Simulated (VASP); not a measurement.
A run of VASP 6.6.1 is set up as follows.

File INCAR:

```
SYSTEM = CrGe4Mo
  PREC = Accurate
  ENCUT = 520
  EDIFF = 1E-7
  ISMEAR = 0
  SIGMA = 0.1
  LREAL = .FALSE.
  LASPH = .TRUE.
  NELM = 60
  ALGO = Normal
  ISIF = 2
  LWAVE = .FALSE.
  LCHARG = .TRUE.
  GGA = PE
  LELF = .TRUE.
  LVHAR = .TRUE.
  NBANDS = 50
```

KPOINTS

```
regular mesh
0
G
  12 12 6
  0 0 0
```

Contents of POSCAR:

```
CrGe4Mo
1.0
    3.3535073962      0.0000000000      0.0000000000
    0.0000000000      3.3535073962      0.0000000000
    0.0000000000      0.0000000000      8.3365517850
Cr Ge Mo
1 4 1
Direct
    0.0000000000      0.0000000000      0.0000000000
    0.0000000000      0.0000000000      0.6642416483
    0.5000000000      0.5000000000      0.1557944253
    0.0000000000      0.0000000000      0.3357583517
    0.5000000000      0.5000000000      0.8442055747
    0.5000000000      0.5000000000      0.5000000000
```

Potentials or basis: VASP PAW PBE potentials, release 64 (Cr_pv, Ge_d, Mo_sv).

Launch:

```console
$ cat potpaw_PBE.64/Cr_pv/POTCAR potpaw_PBE.64/Ge_d/POTCAR potpaw_PBE.64/Mo_sv/POTCAR > POTCAR
$ mpirun -np 1 vasp_std > vasp.out
```

Q: What does it give for the band gap on the k mesh?

A: Zero (bands 41 and 42 overlap by 0.69 eV).

Q: Predict the largest force.

A: 0.010 eV/Å.

Forces on the atoms (eV/Å):
```
Cr   0.000  0.000  0.000
Ge   0.000  0.000  0.010
Ge   0.000  0.000 -0.005
Ge   0.000  0.000 -0.010
Ge   0.000  0.000  0.005
Mo   0.000  0.000  0.000
```

Caveat: the cell stands under tension; the run has no spin polarisation, though such a crystal can be magnetic. Spin polarisation is off, so any magnetic state and its effect on volume and gap are missing.
